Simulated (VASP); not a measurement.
WSe2:

```
W Se
1.0
     3.31993    0.00000    0.00000
    -1.65997    2.87515    0.00000
     0.00000    0.00000   13.73719
W Se
2 4
Direct
  0.66667 0.33333 0.75000
  0.33333 0.66667 0.25000
  0.33333 0.66667 0.87100
  0.66667 0.33333 0.37100
  0.33333 0.66667 0.62900
  0.66667 0.33333 0.12900
```

```yaml
Program: VASP 6.6.1
Task: relaxation of cell and atoms
Functional: PBEsol
Potentials_or_basis: VASP PAW PBE potentials, release 64 (W_sv, Se)
Cutoff: 600 eV
k_mesh: 12 × 12 × 2
Occupations: gaussian, width 0.02 eV
Spin: no spin polarisation
```

At the start: pressure -2.4 GPa; volume 21.85 Å³/atom.

Question: How do energy, volume and symmetry change on relaxing?

Answer: Over 29 steps the energy falls by 7.9 meV/atom and the volume is 20.49 Å³/atom (-6.3 %); space group P6_3/mmc (No. 194, to 0.1 Å) before and after.

The path:
| step | energy change (eV) | largest force (eV/Å) | pressure (GPa) | volume (Å³) |
| --- | --- | --- | --- | --- |
| 1 | 0.0000 | 0.0373 | -2.42 | 131.13 |
| 2 | 0.0154 | 0.6693 | 4.19 | 124.94 |
| 3 | -0.0259 | 0.2640 | 0.33 | 128.34 |
| 4 | -0.0344 | 0.0296 | -0.20 | 127.77 |
| 5 | -0.0353 | 0.0397 | -0.08 | 127.91 |
| 6 | -0.0359 | 0.0438 | -0.06 | 127.73 |
| 7 | -0.0374 | 0.0542 | 0.07 | 127.19 |
| 8 | -0.0401 | 0.0764 | 0.31 | 126.12 |
| 9 | -0.0430 | 0.1249 | 0.85 | 123.99 |
| 10 | -0.0432 | 0.1216 | 0.83 | 123.96 |
| 11 | -0.0436 | 0.1122 | 0.78 | 123.90 |
| 12 | -0.0444 | 0.0947 | 0.66 | 123.77 |
| 13 | -0.0457 | 0.0594 | 0.47 | 123.50 |
| 14 | -0.0470 | 0.0101 | 0.07 | 122.98 |
| 15 | -0.0470 | 0.0286 | -0.04 | 122.84 |
| 16 | -0.0471 | 0.0255 | -0.02 | 122.80 |
| 17 | -0.0472 | 0.0169 | -0.01 | 122.69 |
| 18 | -0.0472 | 0.0021 | 0.03 | 122.46 |
| 19 | -0.0472 | 0.0081 | 0.01 | 122.59 |
| 20 | -0.0472 | 0.0104 | 0.01 | 122.62 |
| 21 | -0.0472 | 0.0103 | 0.00 | 122.61 |
| 22 | -0.0472 | 0.0092 | 0.01 | 122.60 |
| 23 | -0.0472 | 0.0076 | 0.02 | 122.62 |
| 24 | -0.0472 | 0.0026 | 0.03 | 122.66 |
| 25 | -0.0473 | 0.0071 | 0.08 | 122.75 |
| 26 | -0.0473 | 0.0066 | 0.07 | 122.77 |
| 27 | -0.0473 | 0.0053 | 0.04 | 122.85 |
| 28 | -0.0473 | 0.0044 | 0.03 | 122.87 |
| 29 | -0.0473 | 0.0035 | 0.00 | 122.91 |

Final structure:
```
CELL_PARAMETERS angstrom
3.27403 0.00000 0.00000
-1.63702 2.83540 0.00000
0.00000 0.00000 13.24056
ATOMIC_POSITIONS crystal
W 0.66667 0.33333 0.75000
W 0.33333 0.66667 0.25000
Se 0.33333 0.66667 0.87660
Se 0.66667 0.33333 0.37660
Se 0.33333 0.66667 0.62340
Se 0.66667 0.33333 0.12340
```

Caveat: the PAW data sets were made with another functional, which shifts forces and pressure a little; this functional lacks dispersion, which binds the layers, so the pressure and a relaxed spacing across them are unreliable.
